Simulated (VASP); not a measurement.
SiO2:

```
Si O
1.0
     4.31947    0.00000    0.00000
     0.00000    4.31947    0.00000
     0.00000    0.00000    4.31947
Si O
2 4
Cartesian
  0.0000 0.0000 0.0000
  2.1597 2.1597 2.1597
  1.0799 1.0799 1.0799
  1.0799 3.2396 3.2396
  3.2396 3.2396 1.0799
  3.2396 1.0799 3.2396
```

| Quantity | Value |
| --- | --- |
| Program | VASP 6.6.1 |
| Task | relaxation of cell and atoms |
| Functional | r2SCAN |
| Potentials or basis | VASP PAW PBE potentials, release 64 (Si, O) |
| Cutoff | 600 eV |
| k mesh | 4 × 4 × 4 |
| Occupations | gaussian, width 0.1 eV |
| Spin | no spin polarisation |

At the start: pressure -52.1 GPa; volume 13.43 Å³/atom.

Task: Where does the relaxation end?

Result: Over 7 steps the energy falls by 1047.2 meV/atom and the volume is 8.97 Å³/atom (-33.3 %); space group Pn-3m (No. 224, to 0.1 Å) before and after.

The path:
```csv
step,energy change (eV),largest force (eV/Å),pressure (GPa),volume (Å³)
1,0.0000,0.0000,-52.10,80.59
2,-0.4875,0.0000,167.80,39.63
3,-6.2618,0.0000,-6.03,54.90
4,-6.2814,0.0000,-1.80,54.10
5,-6.2828,0.0000,0.78,53.65
6,-6.2826,0.0000,-0.98,53.96
7,-6.2831,0.0000,-0.05,53.79
```

Final structure:
```yaml
crystal:
  lattice:
    - [3.77487, 0.00000, 0.00000]
    - [0.00000, 3.77487, 0.00000]
    - [0.00000, 0.00000, 3.77487]
  atoms:
    - { symbol: Si, position: [0.00000, 0.00000, 0.00000] }
    - { symbol: Si, position: [0.50000, 0.50000, 0.50000] }
    - { symbol: O, position: [0.25000, 0.25000, 0.25000] }
    - { symbol: O, position: [0.25000, 0.75000, 0.75000] }
    - { symbol: O, position: [0.75000, 0.75000, 0.25000] }
    - { symbol: O, position: [0.75000, 0.25000, 0.75000] }
```

Caveat: the volume moved by over 15 % at a fixed basis, so the end points are rough; the PAW data sets were made with another functional, which shifts forces and pressure a little.
